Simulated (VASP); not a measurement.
A run of VASP 6.6.1:

The input INCAR:

```
PREC = Accurate ; ENCUT = 520
EDIFF = 1E-7 ; ISMEAR = -1
SIGMA = 0.06122561905347299 ; LREAL = F
LASPH = T ; NELM = 100
ALGO = Normal ; ISIF = 2
LWAVE = F ; LCHARG = T
GGA = PE ; LELF = T
LVHAR = T ; NBANDS = 12
```

File KPOINTS:

```
Automatic mesh
0
Gamma
  23 23 23
```

POSCAR

```
Ag
1.0
   -1.6833461747      1.6833461747      1.6833461747
    1.6833461747     -1.6833461747      1.6833461747
    1.6833461747      1.6833461747     -1.6833461747
Ag
1
Direct
    0.0000000000      0.0000000000      0.0000000000
```

Potentials or basis: VASP PAW PBE potentials, release 64 (Ag).

Run with:

```sh
$ cat potpaw_PBE.64/Ag/POTCAR > POTCAR
$ mpirun -np 1 vasp_std > vasp.out
```

Hardware: 1 thread of Intel Xeon 8259CL (shared host).

**Question.** Estimate the wall time of this run.

**Answer.** Run time: 59 s on 1 thread of Intel Xeon 8259CL (shared host), peak memory 0.21 GiB. Counts: scf iterations 12, k points 364.
